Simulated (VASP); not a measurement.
# Pd (Fm-3m) in VASP: notebook, part 2 of 3

VASP 6.6.1.

## (3) Single point, r2SCAN

Contents of POSCAR:

```
Pd
1.0
    0.0000000000      1.9558504376      1.9558504376
    1.9558504376      0.0000000000      1.9558504376
    1.9558504376      1.9558504376      0.0000000000
Pd
1
Direct
    0.0000000000      0.0000000000      0.0000000000
```

Contents of INCAR.step1:

```
PREC     = Accurate       # precision mode
ENCUT    = 520            # plane-wave cutoff, eV
ISMEAR   = 1              # smearing method
SIGMA    = 1.0            # smearing width, eV
LREAL    = F              # projectors in reciprocal space
LASPH    = T              # aspherical terms in the spheres
NELM     = 80             # most SCF steps
NBANDS   = 11             # bands
GGA      = PE             # functional
ALGO     = Normal         # electronic algorithm
EDIFF    = 1E-4           # SCF threshold, eV
LWAVE    = T              # write WAVECAR
LCHARG   = F              # write CHGCAR
```

Contents of INCAR.step2:

```
PREC     = Accurate       # precision mode
ENCUT    = 520            # plane-wave cutoff, eV
EDIFF    = 1E-6           # SCF threshold, eV
ISMEAR   = 1              # smearing method
SIGMA    = 1.0            # smearing width, eV
LREAL    = F              # projectors in reciprocal space
LASPH    = T              # aspherical terms in the spheres
NELM     = 80             # most SCF steps
ALGO     = Normal         # electronic algorithm
ISIF     = 2              # what is computed and relaxed
LWAVE    = F              # write WAVECAR
LCHARG   = T              # write CHGCAR
METAGGA  = R2SCAN         # meta-GGA
LMIXTAU  = T            
LELF     = T              # ELF
LVHAR    = T            
NBANDS   = 11             # bands
ISTART   = 1
```

Contents of KPOINTS:

```
regular mesh
0
Gamma
  14 14 14
```

Potentials or basis: VASP PAW PBE potentials, release 64 (Pd).

Started as:

```
cat potpaw_PBE.64/Pd/POTCAR > POTCAR
cp INCAR.step1 INCAR
mpirun -np 1 vasp_std > vasp.out
cp INCAR.step2 INCAR
mpirun -np 1 vasp_std > vasp.out
```

It took 29 s on 1 thread of Intel Xeon Platinum 8559C (Emerald Rapids), shared host; peak memory 0.15 GiB.

It converged, with:

| Item | Value |
| --- | --- |
| Free energy | -22.9929 eV |
| Pressure | 0.0 GPa |
| Band gap on the k mesh | zero (band 5 reaches 9.66 eV, above the bottom of band 6 at 8.02 eV) |

Levels at points of the mesh, in eV from the Fermi level:
```csv
k point,band 2,band 3,band 4,band 5,band 6,band 7,band 8,band 9
"(0.00, 0.00, 0.00)",-2.96,-2.96,-2.96,-1.39,-1.39,17.92,22.37,22.81
"(0.50, 0.00, 0.00)",-3.03,-3.03,-0.15,-0.15,1.21,7.49,17.30,21.88
"(0.50, 0.50, 0.00)",-5.26,-0.21,0.19,0.19,3.55,11.05,13.74,13.74
```

Caveat: the PAW data sets were made with another functional, which shifts forces and pressure a little.

## (4) Single point, r2SCAN

POSCAR is that of step 3.

Contents of INCAR.step1:

```
PREC = Accurate
ENCUT = 520
ISMEAR = 1
SIGMA = 0.01
LREAL = False
LASPH = True
NELM = 80
NBANDS = 11
GGA = PE
ALGO = Normal
EDIFF = 1E-4
LWAVE = True
LCHARG = False
```

Contents of INCAR.step2:

```
PREC = Accurate
ENCUT = 520
EDIFF = 1E-7
ISMEAR = 1
SIGMA = 0.01
LREAL = False
LASPH = True
NELM = 80
ALGO = Normal
ISIF = 2
LWAVE = False
LCHARG = False
METAGGA = R2SCAN
LMIXTAU = True
NBANDS = 11
ISTART = 1
```

Contents of KPOINTS:

```
Automatic mesh
0
Gamma
  14 14 14
```

Potentials or basis: VASP PAW PBE potentials, release 64 (Pd).

Started as:

```
cat potpaw_PBE.64/Pd/POTCAR > POTCAR
cp INCAR.step1 INCAR
mpirun -np 1 vasp_std > vasp.out
cp INCAR.step2 INCAR
mpirun -np 1 vasp_std > vasp.out
```

OUTCAR:

```text
PREC = Accurate
   ENCUT = 520
   EDIFF = 1E-7
   ISMEAR = 1
   LREAL = False
   LASPH = True
   NELM = 80
   ISIF = 2
   METAGGA = R2SCAN
   ISTART = 1

 ion  position               nearest neighbor table
   1  0.000  0.000  0.000-

  LATTYP: Found a face centered cubic cell.
 ALAT       =     3.9117008752

  Lattice vectors:

 A1 = (   0.0000000000,   1.9558504376,   1.9558504376)
 A2 = (   1.9558504376,   0.0000000000,   1.9558504376)
 A3 = (   1.9558504376,   1.9558504376,   0.0000000000)

Analysis of symmetry for initial positions (statically):
=====================================================================
 Subroutine PRICEL returns:
 Original cell was already a primitive cell.

 Routine SETGRP: Setting up the symmetry group for a
 face centered cubic supercell.

 Subroutine GETGRP returns: Found 48 space group operations
 (whereof 48 operations were pure point group operations)
 out of a pool of 48 trial point group operations.

The static configuration has the point symmetry O_h .

Analysis of symmetry for dynamics (positions and initial velocities):
=====================================================================
 Subroutine PRICEL returns:
 Original cell was already a primitive cell.

 Routine SETGRP: Setting up the symmetry group for a
 face centered cubic supercell.

 Subroutine GETGRP returns: Found 48 space group operations
 (whereof 48 operations were pure point group operations)
 out of a pool of 48 trial point group operations.

The dynamic configuration has the point symmetry O_h .

 Subroutine INISYM returns: Found 48 space group operations
 (whereof 48 operations are pure point group operations),
 and found     1 'primitive' translations

----------------------------------------------------------------------------------------

                                     Primitive cell

  volume of cell :      14.9636

  direct lattice vectors                    reciprocal lattice vectors
     0.000000000  1.955850438  1.955850438    -0.255643269  0.255643269  0.255643269
     1.955850438  0.000000000  1.955850438     0.255643269 -0.255643269  0.255643269
     1.955850438  1.955850438  0.000000000     0.255643269  0.255643269 -0.255643269

  length of vectors
     2.765990215  2.765990215  2.765990215     0.442787131  0.442787131  0.442787131

  position of ions in fractional coordinates (direct lattice)
     0.000000000  0.000000000  0.000000000

  ion indices of the primitive-cell ions
   primitive index   ion index
                 1           1

----------------------------------------------------------------------------------------

 KPOINTS: Automatic mesh

Automatic generation of k-mesh.
 Grid dimensions read from file:
 generate k-points for:   14   14   14

 Generating k-lattice:

  Cartesian coordinates                     Fractional coordinates (reciprocal lattice)
    -0.018260234  0.018260234  0.018260234     0.071428571  0.000000000  0.000000000
     0.018260234 -0.018260234  0.018260234     0.000000000  0.071428571  0.000000000
     0.018260234  0.018260234 -0.018260234     0.000000000  0.000000000  0.071428571

  Length of vectors
     0.031627652  0.031627652  0.031627652

  Shift w.r.t. Gamma in fractional coordinates (k-lattice)
     0.000000000  0.000000000  0.000000000

 Subroutine IBZKPT returns following result:
 ===========================================

 Found    104 irreducible k-points:

 Following reciprocal coordinates:
            Coordinates               Weight
  0.000000  0.000000  0.000000      1.000000
  0.071429  0.000000  0.000000      8.000000
  0.142857  0.000000  0.000000      8.000000
  0.214286  0.000000  0.000000      8.000000
  0.285714  0.000000  0.000000      8.000000
  0.357143  0.000000  0.000000      8.000000
[... 16 lines left out ...]
  0.214286  0.142857  0.000000     24.000000
  0.285714  0.142857  0.000000     24.000000
 [... further k-points ...]
   k-points           NKPTS =    104   k-points in BZ     NKDIM =    104   number of bands    NBANDS=     11
   number of dos      NEDOS =    301   number of ions     NIONS =      1
   total plane-waves  NPLWV =  13824
   dimension x,y,z NGX =    24 NGY =   24 NGZ =   24
   dimension x,y,z NGXF=    48 NGYF=   48 NGZF=   48
   ions per type =               1
   NGX,Y,Z   is equivalent  to a cutoff of  14.42, 14.42, 14.42 a.u.
   NGXF,Y,Z  is equivalent  to a cutoff of  28.85, 28.85, 28.85 a.u.
 SYSTEM =  unknown system
   PREC   = accura    normal or accurate (medium, high low for compatibility)
   ISTART =      1    job   : 0-new  1-cont  2-samecut
   ICHARG =      0    charge: 1-file 2-atom 10-const
   ISPIN  =      1    spin polarized calculation?
   LNONCOLLINEAR =      F non collinear calculations
   LSORBIT =      F    spin-orbit coupling
   LASPH  =      T    aspherical Exc in radial PAW
   ENCUT  =  520.0 eV  38.22 Ry    6.18 a.u.   5.14  5.14  5.14*2*pi/ulx,y,z
   NELM   =     80;   NELMIN=  2; NELMDL=  0     # of ELM steps
   EDIFF  = 0.1E-06   stopping-criterion for ELM
   LREAL  =      F    real-space projection
   EDIFFG = 0.1E-05   stopping-criterion for IOM
   NSW    =      0    number of steps for IOM
   IBRION =     -1    ionic relax: 0-MD 1-quasi-New 2-CG
   NFREE  =      0    steps in history (QN), initial steepest desc. (CG)
   ISIF   =      2    stress and relaxation
   ISYM   =      2    0-nonsym 1-usesym 2-fastsym
   POTIM  = 0.5000    time-step for ionic-motion
   TEBEG  =    0.0;   TEEND  =   0.0 temperature during run
   PSTRESS=    0.0 pullay stress
   NELECT =      10.0000    total number of electrons
   NUPDOWN=      -1.0000    fix difference up-down
   EMIN   =  10.00;   EMAX   =-10.00  energy-range for DOS
   EFERMI =   0.00;   METHOD = LEGACY
   ISMEAR =     1;   SIGMA  =   0.01  broadening in eV -4-tet -1-fermi 0-gaus
   EFERMI_NEDOS =   21; number of points for ismear=-14 and -15
   IALGO  =     38    algorithm
   IMIX   =      4    mixing-type and parameters
     AMIX     =   0.40;   BMIX     =  1.00
     AMIX_MAG =   1.60;   BMIX_MAG =  1.00
  volume/ion in A,a.u.               =      14.96       100.98
  Fermi-wavevector in a.u.,A,eV,Ry     =   1.431295  2.704756 27.872973  2.048606
  Thomas-Fermi vector in A             =   2.551047
   LORBIT       =      0    0 simple, 1 ext, 2 COOP (PROOUT), +10 PAW based schemes
   METAGGA = R2SCAN    functional components
   LHFCALC =     F    Hartree Fock is set to
   AEXX    =    0.0000 exact exchange contribution
   IVDW    =     0    specifies the selected vdW correction
   LEPSILON=     F    determine dielectric tensor
   LRPA    =     F    only Hartree local field effects (RPA)
 non-spin polarized calculation
 Methfessel and Paxton  Order N= 1 SIGMA  =   0.01
  energy-cutoff  :      520.00
  volume of cell :       14.96
 maximum number of plane-waves:       415
 NGX is ok and might be reduce to    24
   NGX = 11   NGY = 11   NGZ = 11

 number of electron       9.9999999 magnetization

 Free energy of the ion-electron system (eV)
  ---------------------------------------------------
  ext. energy  EPLUGINS =         0.00000000
  ---------------------------------------------------
  free energy    TOTEN  =       -22.93530072 eV

  energy without entropy =      -22.93522815  energy(sigma->0) =      -22.93527653

 E-fermi :   9.3854     XC(G=0): -14.0183

 val. band max:        9.3827497370   @ k =   0.5000   0.1429   0.0000
 cond. band min:       9.3914473624   @ k =   0.3571   0.2857   0.0714
 fundamental gap:      0.0086976254
 Fermi energy:         9.3854350861

 k-point     1 :       0.0000    0.0000    0.0000
  band No.  band energies     occupation
      1       2.2990      2.00000
      2       6.5339      2.00000
      3       6.5339      2.00000
      4       6.5339      2.00000
      5       8.1076      2.00000
      6       8.1076      2.00000
      7      27.3832      0.00000
      8      31.9316      0.00000
      9      32.2847      0.00000
     10      32.2847      0.00000
     11      32.2847      0.00000

 k-point     2 :       0.0714    0.0000    0.0000
  band No.  band energies     occupation
      1       2.4881      2.00000
      2       6.4693      2.00000
      3       6.5983      2.00000
      4       6.5983      2.00000
      5       8.0782      2.00000
      6       8.0782      2.00000
      7      27.5679      0.00000
      8      31.0644      0.00000
      9      31.9576      0.00000
     10      32.4913      0.00000
     11      32.4913      0.00000
[... 295 lines left out ...]
 k-point    24 :       0.2857    0.1429    0.0000
  band No.  band energies     occupation
      1       4.4107      2.00000
      2       5.7776      2.00000
      3       6.8224      2.00000
      4       7.2569      2.00000
      5       8.3298      2.00000
      6       8.6951      2.00000
      7      25.3625      0.00000
      8      28.7956      0.00000
      9      29.9365      0.00000
     10      31.7381      0.00000
     11      32.1157      0.00000

 [... further k-points ...]
[... 5 lines left out ...]
  --------------------------------------------------------------------------------------
  -------------------------------------------------------------------------------------
  Total        0.0400212      0.0400212      0.0400212      0.0000000      0.0000000      0.0000000
  in kB        4.2851279      4.2851279      4.2851279      0.0000000      0.0000000      0.0000000
  external PRESSURE =       4.2851279 kB  Pullay stress =       0.0000000 kB

 VOLUME and BASIS-vectors are now :
 -----------------------------------------------------------------------------
  energy-cutoff  :      520.00
  volume of cell :       14.96
      direct lattice vectors                 reciprocal lattice vectors
     0.000000000  1.955850438  1.955850438    -0.255643269  0.255643269  0.255643269
     1.955850438  0.000000000  1.955850438     0.255643269 -0.255643269  0.255643269
     1.955850438  1.955850438  0.000000000     0.255643269  0.255643269 -0.255643269

 POSITION                                       TOTAL-FORCE (eV/Angst)
 -----------------------------------------------------------------------------------
      0.00000      0.00000      0.00000         0.000000     -0.000000      0.000000
 -----------------------------------------------------------------------------------
    total drift:                               -0.000000     -0.000000     -0.000000

  FREE ENERGIE OF THE ION-ELECTRON SYSTEM (eV)
  ---------------------------------------------------
  free  energy   TOTEN  =       -22.9353007175 eV

  energy  without entropy=      -22.9352281469  energy(sigma->0) =      -22.93527653
```

OUTCAR.step1:

```text
PREC = Accurate
   ENCUT = 520
   ISMEAR = 1
   LREAL = False
   LASPH = True
   NELM = 80
[... 553 lines left out ...]

 POSITION                                       TOTAL-FORCE (eV/Angst)
 -----------------------------------------------------------------------------------
      0.00000      0.00000      0.00000         0.000000      0.000000      0.000000
 -----------------------------------------------------------------------------------
    total drift:                               -0.000000      0.000000     -0.000000

  FREE ENERGIE OF THE ION-ELECTRON SYSTEM (eV)
  ---------------------------------------------------
  free  energy   TOTEN  =        -5.2016426406 eV

  energy  without entropy=       -5.2017047681  energy(sigma->0) =       -5.20166335
```

Wall time 34 s (1 thread of Intel Xeon Platinum 8559C (Emerald Rapids), shared host); peak memory 0.15 GiB.

Results:

```yaml
Free_energy: -22.9353 eV
Pressure: 0.4 GPa
Band_gap_on_the_k_mesh: zero (band 5 reaches 9.69 eV, above the bottom of band 6 at 8.04 eV)
```

Levels at points of the mesh, in eV from the Fermi level:
```csv
k point,band 3,band 4,band 5,band 6,band 7,band 8
"(0.00, 0.00, 0.00)",-2.85,-2.85,-1.28,-1.28,18.00,22.55
"(0.50, 0.00, 0.00)",-2.92,-0.04,-0.04,1.31,7.59,17.39
"(0.50, 0.50, 0.00)",-0.10,0.30,0.30,3.65,11.15,13.83
```

Caveat: the PAW data sets were made with another functional, which shifts forces and pressure a little.

(Continued in part 3 of 3.)
